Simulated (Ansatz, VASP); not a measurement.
InSb in VASP and in Ansatz

```
In Sb
1.0
     0.00000    3.16570    2.97924
     3.16570    0.00000    2.97924
     3.16570    3.16570    0.00000
In Sb
1 1
Direct
  0.00000 0.00000 0.00000
  0.50000 0.50000 0.50000
```

Alike in both runs: task single point; functional PBE; k mesh 14 × 14 × 14; occupations gaussian, width 0.15 eV; no spin polarisation.

```csv
,VASP,Ansatz
version,VASP 6.6.1,Ansatz 0.2.0
potentials or method,"VASP PAW PBE potentials, release 64 (In_d, Sb), cutoff 520 eV","scalar-relativistic, plane waves, PAW"
valence electrons in the cell,18,28
```

Ansatz gave:

| Quantity | Value |
| --- | --- |
| gap on the k mesh at the Fermi level (eV) | none |
| pressure (GPa) | -0.8 |
| traceless stress, the component that is largest in VASP (GPa) | 3.17 |

Task: Which values does VASP return?

Result: gap on the k mesh at the Fermi level (eV): none; pressure (GPa): -0.9; traceless stress, the component that is largest in VASP (GPa): 3.16.

A gap of «none» marks a metal or a gap that the smearing closes. With one functional, cell and mesh, what is left measures potentials, basis and numerics. VASP's potentials hold 18 valence electrons a cell and Ansatz's 28, so a difference there can come from the potentials and not from the codes.

Neither program's run includes spin-orbit coupling.
